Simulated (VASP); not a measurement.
Hf:

```
CELL_PARAMETERS angstrom
-1.80500 1.80500 1.80500
1.80500 -1.80500 1.80500
1.80500 1.80500 -1.80500
ATOMIC_POSITIONS crystal
Hf 0.00000 0.00000 0.00000
```

| Quantity | Value |
| --- | --- |
| Program | VASP 6.6.1 |
| Task | relaxation of cell and atoms |
| Functional | PBE |
| Potentials or basis | VASP PAW PBE potentials, release 64 (Hf_pv) |
| Cutoff | 600 eV |
| k mesh | 9 × 9 × 9 |
| Occupations | fermi-dirac, width 0.05 eV |
| Spin | no spin polarisation |

At the start: pressure -5.1 GPa; volume 23.52 Å³/atom.

**Question.** How do energy, volume and symmetry change on relaxing?

**Answer.** Over 3 steps the energy falls by 21.2 meV/atom and the volume is 22.25 Å³/atom (-5.4 %); space group Im-3m (No. 229, to 0.05 Å).

Step by step:
```tsv
step	energy change (eV)	largest force (eV/Å)	pressure (GPa)	volume (Å³)
1	0.0000	0.0000	-5.06	23.52
2	-0.0015	0.0000	5.64	21.08
3	-0.0212	0.0000	-0.04	22.25
```

Final structure:
```yaml
crystal:
  lattice:
    - [-1.77171, 1.77171, 1.77171]
    - [1.77171, -1.77171, 1.77171]
    - [1.77171, 1.77171, -1.77171]
  atoms:
    - { symbol: Hf, position: [0.00000, 0.00000, 0.00000] }
```
